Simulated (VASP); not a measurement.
# Na (P6/mmm) in VASP: further runs, part 2 of 2

VASP 6.6.1.

**3. Single point, LDA (volume scaled by 1.12)**

The input, INCAR:

```
SYSTEM = Na
PREC = Accurate ; ENCUT = 520
EDIFF = 1E-7 ; ISMEAR = -1
SIGMA = 0.1 ; LREAL = .False.
LASPH = .True. ; NELM = 60
ALGO = Normal ; ISIF = 2
LWAVE = .False. ; LCHARG = .False.
NBANDS = 18
```

The input, KPOINTS:

```
regular mesh
0
Gamma
  7 7 10
  0 0 0
```

The input, POSCAR:

```
Na
1.0
    6.0394614536      0.0000000000      0.0000000000
   -3.0197307268      5.2303270440      0.0000000000
    0.0000000000      0.0000000000      3.5712302122
Na
3
Direct
    1.0000000000      1.0000000000      0.0000000000
    0.3333333333      0.6666666667      0.5000000000
    0.6666666667      0.3333333333      0.5000000000
```

Potentials or basis: VASP PAW LDA potentials, release 64 (Na_pv).

On the command line:

```
$ cat potpaw_LDA.64/Na_pv/POTCAR > POTCAR
$ mpirun -np 1 vasp_std > vasp.out
```

OUTCAR:

```text
SYSTEM = Na
   PREC = Accurate
   ENCUT = 520
   EDIFF = 1E-7
   ISMEAR = -1
   LREAL = .False.
   LASPH = .True.
   NELM = 60
   ISIF = 2

 ion  position               nearest neighbor table
   1  0.000  0.000  0.000-
   2  0.333  0.667  0.500-
   3  0.667  0.333  0.500-

  LATTYP: Found a hexagonal cell.
 ALAT       =     6.0394614536
 C/A-ratio  =     0.5913160039

  Lattice vectors:

 A1 = (   6.0394614536,   0.0000000000,   0.0000000000)
 A2 = (  -3.0197307268,   5.2303270440,   0.0000000000)
 A3 = (   0.0000000000,   0.0000000000,   3.5712302122)

Analysis of symmetry for initial positions (statically):
=====================================================================
 Subroutine PRICEL returns:
 Original cell was already a primitive cell.

 Routine SETGRP: Setting up the symmetry group for a
 hexagonal supercell.

 Subroutine GETGRP returns: Found 24 space group operations
 (whereof 24 operations were pure point group operations)
 out of a pool of 24 trial point group operations.

[... 155 lines left out ...]

 Free energy of the ion-electron system (eV)
  ---------------------------------------------------
  ext. energy  EPLUGINS =         0.00000000
  ---------------------------------------------------
  free energy    TOTEN  =        -4.31212160 eV

  energy without entropy =       -4.25703421  energy(sigma->0) =       -4.28457791

 E-fermi :   0.1316     XC(G=0):  -6.6870

 val. band max:        0.1116098750   @ k =   0.2857   0.2857   0.4000
 cond. band min:       0.1318069873   @ k =   0.1429   0.1429   0.5000
 fundamental gap:      0.0201971123
 Fermi energy:         0.1315849186

 k-point     1 :       0.0000    0.0000    0.0000
  band No.  band energies     occupation
      1     -24.8998      2.00000
      2     -24.8998      2.00000
      3     -24.8751      2.00000
      4     -24.8751      2.00000
      5     -24.8731      2.00000
      6     -24.8679      2.00000
[... 481 lines left out ...]
      5     -24.8803      2.00000
      6     -24.8704      2.00000
[... 10 lines left out ...]
     17       6.2744      0.00000
     18       6.4054      0.00000

 [... further k-points ...]
[... 5 lines left out ...]
  --------------------------------------------------------------------------------------
  -------------------------------------------------------------------------------------
  Total       -0.6250110     -0.6250110     -0.4871030      0.0000000      0.0000000      0.0000000
  in kB       -8.8767366     -8.8767366     -6.9180950      0.0000000      0.0000000      0.0000000
  external PRESSURE =      -8.2238560 kB  Pullay stress =       0.0000000 kB

 VOLUME and BASIS-vectors are now :
 -----------------------------------------------------------------------------
  energy-cutoff  :      520.00
  volume of cell :      112.81
      direct lattice vectors                 reciprocal lattice vectors
     6.039461454  0.000000000  0.000000000     0.165577677  0.095596317  0.000000000
    -3.019730727  5.230327044  0.000000000     0.000000000  0.191192633  0.000000000
     0.000000000  0.000000000  3.571230212     0.000000000  0.000000000  0.280015552

 POSITION                                       TOTAL-FORCE (eV/Angst)
 -----------------------------------------------------------------------------------
      0.00000      0.00000      0.00000        -0.000000      0.000000      0.000000
     -0.00000      3.48688      1.78562         0.000000     -0.000000      0.000000
      3.01973      1.74344      1.78562        -0.000000      0.000000      0.000000
 -----------------------------------------------------------------------------------
    total drift:                               -0.000000      0.000000     -0.000000

  FREE ENERGIE OF THE ION-ELECTRON SYSTEM (eV)
  ---------------------------------------------------
  free  energy   TOTEN  =        -4.3121216009 eV

  energy  without entropy=       -4.2570342139  energy(sigma->0) =       -4.28457791
```

OSZICAR:

```text
N       E                     dE             d eps       ncg     rms          rms(c)
DAV:   1     0.160211533235E+03    0.16021E+03   -0.11035E+04  1776   0.108E+03
DAV:   2     0.356758390708E+01   -0.15664E+03   -0.15481E+03  1734   0.309E+02
DAV:   3    -0.420038195242E+01   -0.77680E+01   -0.77016E+01  2024   0.862E+01
DAV:   4    -0.431401441829E+01   -0.11363E+00   -0.11361E+00  1996   0.107E+01
DAV:   5    -0.431662359806E+01   -0.26092E-02   -0.26091E-02  2024   0.165E+00    0.340E-01
DAV:   6    -0.431373877154E+01    0.28848E-02   -0.25402E-03  2226   0.633E-01    0.225E-01
DAV:   7    -0.431216795150E+01    0.15708E-02   -0.34268E-03  2102   0.627E-01    0.371E-02
DAV:   8    -0.431212113661E+01    0.46815E-04   -0.38900E-04  2056   0.317E-01    0.612E-03
DAV:   9    -0.431212149319E+01   -0.35658E-06   -0.95984E-06  2102   0.450E-02    0.264E-03
DAV:  10    -0.431212159612E+01   -0.10293E-06   -0.13133E-06  2178   0.165E-02    0.246E-04
DAV:  11    -0.431212160090E+01   -0.47821E-08   -0.25491E-08  1124   0.162E-03
   1 F= -.43121216E+01 E0= -.42845779E+01  d E =-.550874E-01
```

It took 1.9 min on 1 thread of AMD EPYC 7R13, shared host; peak memory 0.19 GiB.

Results:

```
Free energy : -4.3121 eV
Pressure    : -0.8 GPa
```

Stress tensor (GPa, compression positive):
```
-0.89  0.00  0.00
 0.00 -0.89  0.00
 0.00  0.00 -0.69
```

Levels at points of the mesh, in eV from the Fermi level:
| k point | band 6 | band 7 | band 8 | band 9 | band 10 | band 11 | band 12 | band 13 | band 14 | band 15 |
| --- | --- | --- | --- | --- | --- | --- | --- | --- | --- | --- |
| (0.00, 0.00, 0.00) | -25.00 | -24.94 | -24.94 | -24.93 | -3.26 | 1.93 | 1.93 | 1.95 | 1.95 | 2.73 |
| (0.00, 0.00, 0.50) | -25.00 | -24.96 | -24.94 | -24.94 | -0.33 | -0.26 | 4.48 | 4.48 | 4.64 | 4.64 |

Caveat: the cell differs from its parent crystal (volume scaled by 1.12).

**4. Single point, LDA**

This run uses another cell than the first one, of 33.57 Å³/atom, 0.926 times its volume.

The input, INCAR:

```
ALGO = Normal
EDIFF = 1E-6
ENCUT = 520
ISIF = 2
ISMEAR = -1
LASPH = True
LCHARG = False
LREAL = False
LWAVE = False
NBANDS = 18
NELM = 100
PREC = Accurate
SIGMA = 0.1
```

The input, KPOINTS:

```
k-points
0
Gamma
  8 8 12
```

The input, POSCAR:

```
Na
1.0
    5.8155689108      0.0000000000      0.0000000000
   -2.9077844554      5.0364304142      0.0000000000
    0.0000000000      0.0000000000      3.4388389685
Na
3
Direct
    1.0000000000      1.0000000000      0.0000000000
    0.3333333333      0.6666666667      0.5000000000
    0.6666666667      0.3333333333      0.5000000000
```

On the command line:

```
$ cat potpaw_LDA.64/Na_pv/POTCAR > POTCAR
$ mpirun -np 1 vasp_std > vasp.out
```

Wall time 2.2 min (1 thread of AMD EPYC 7R13, shared host); peak memory 0.2 GiB.

Results (log left out):

| Item | Value |
| --- | --- |
| Free energy | -4.3509 eV |
| Pressure | 0.0 GPa |

Stress tensor (GPa, compression positive):
```
-0.12  0.00  0.00
 0.00 -0.12  0.00
 0.00  0.00  0.19
```

Levels at points of the mesh, in eV from the Fermi level:
```tsv
k point	band 6	band 7	band 8	band 9	band 10	band 11	band 12	band 13	band 14	band 15
(0.00, 0.00, 0.00)	-24.91	-24.84	-24.84	-24.83	-3.50	2.04	2.04	2.05	2.05	3.06
(0.50, 0.00, 0.00)	-24.91	-24.84	-24.84	-24.83	-1.98	-1.98	0.71	1.18	6.11	6.15
(0.00, 0.00, 0.50)	-24.92	-24.87	-24.84	-24.84	-0.32	-0.30	4.72	4.72	4.90	4.90
(0.50, 0.00, 0.50)	-24.92	-24.87	-24.84	-24.84	0.96	0.97	1.26	1.33	3.55	3.66
```

**5. Relaxation of cell and atoms, LDA**

This run uses another cell than the first one, of 37.71 Å³/atom, 1.040 times its volume.

The input, INCAR:

```
  PREC = Accurate
  ENCUT = 600
  EDIFF = 1E-6
  ISMEAR = -1
  SIGMA = 0.1
  LREAL = F
  LASPH = T
  NELM = 100
  ALGO = Normal
  ISIF = 3
  LWAVE = F
  LCHARG = F
  IBRION = 2
  NSW = 80
  EDIFFG = -0.01
```

The input, KPOINTS:

```
Automatic mesh
0
Gamma
  6 6 9
```

The input, POSCAR:

```
Na
1.0
    5.9730126002      0.0000000000      0.0000000000
   -2.9865063001      5.1727806489      0.0000000000
    0.0000000000      0.0000000000      3.6614567239
Na
3
Direct
    0.0000000000      0.0000000000      0.0000000000
    0.3333333333      0.6666666667      0.5000000000
    0.6666666667      0.3333333333      0.5000000000
```

On the command line:

```
$ cat potpaw_LDA.64/Na_pv/POTCAR > POTCAR
$ mpirun -np 1 vasp_std > vasp.out
```

It took 5.4 min on 1 thread of AMD EPYC 7R13, shared host; peak memory 0.19 GiB.

Results (log left out):

```
Free energy                            : -4.3489 eV
Relaxed volume                         : 33.53 Å³/atom
Relaxed cell                           : a = 5.812 Å, b = 5.812 Å, c = 3.438 Å, α = 90.00°, β = 90.00°, γ = 120.00°
Space group after relaxing (to 0.05 Å) : P6/mmm (No. 191)
Energy gained by relaxing              : 13.3 meV/atom
Ionic steps                            : 9
Pressure after relaxing                : 0.0 GPa
```

The path:
```
step  energy change (eV)  largest force (eV/Å)  pressure (GPa)  volume (Å³)
   1              0.0000                0.0000           -0.83       113.13
   2             -0.0158                0.0000           -0.67       109.95
   3             -0.0390                0.0000           -0.03       100.78
   4             -0.0390                0.0000            0.09        99.98
   5             -0.0390                0.0000            0.00       100.37
   6             -0.0394                0.0000            0.00       100.44
   7             -0.0398                0.0000           -0.01       100.54
   8             -0.0395                0.0000           -0.03       100.72
   9             -0.0399                0.0000            0.02       100.59
```

Final structure:
```
Na
1.0
     5.81221    0.00000    0.00000
    -2.90610    5.03352    0.00000
     0.00000    0.00000    3.43825
Na
3
Direct
  0.00000 0.00000 0.00000
  0.33333 0.66667 0.50000
  0.66667 0.33333 0.50000
```

Levels at points of the mesh, in eV from the Fermi level:
| k point | band 7 | band 8 | band 9 | band 10 | band 11 | band 12 | band 13 | band 14 |
| --- | --- | --- | --- | --- | --- | --- | --- | --- |
| (0.00, 0.00, 0.00) | -24.84 | -24.84 | -24.83 | -3.51 | 2.04 | 2.04 | 2.05 | 2.05 |
| (0.50, 0.00, 0.00) | -24.85 | -24.84 | -24.83 | -1.99 | -1.99 | 0.71 | 1.18 | 6.11 |

**6. Summary**

```csv
task,cell,k mesh,cutoff (eV),gap on the mesh (eV),pressure (GPa)
single point,"a = 5.967, b = 5.967, c = 3.528 Å, angles 90.0, 90.0, 120.0°, 3 atoms",7 × 7 × 10,520,none,-0.6
single point,"a = 6.039, b = 6.039, c = 3.571 Å, angles 90.0, 90.0, 120.0°, 3 atoms",7 × 7 × 10,520,none,-0.8
single point,"a = 5.816, b = 5.816, c = 3.439 Å, angles 90.0, 90.0, 120.0°, 3 atoms",8 × 8 × 12,520,none,0.0
relaxation of cell and atoms,"relaxed from a = 5.973, b = 5.973, c = 3.661 Å, angles 90.0, 90.0, 120.0°, 3 atoms",6 × 6 × 9,600,none,0.0
```

Alike in all rows: level LDA; potentials or basis VASP PAW LDA potentials, release 64 (Na_pv); no spin polarisation; smearing fermi-dirac 0.1 eV.

Absolute energies hang on the potentials; compare differences alone.
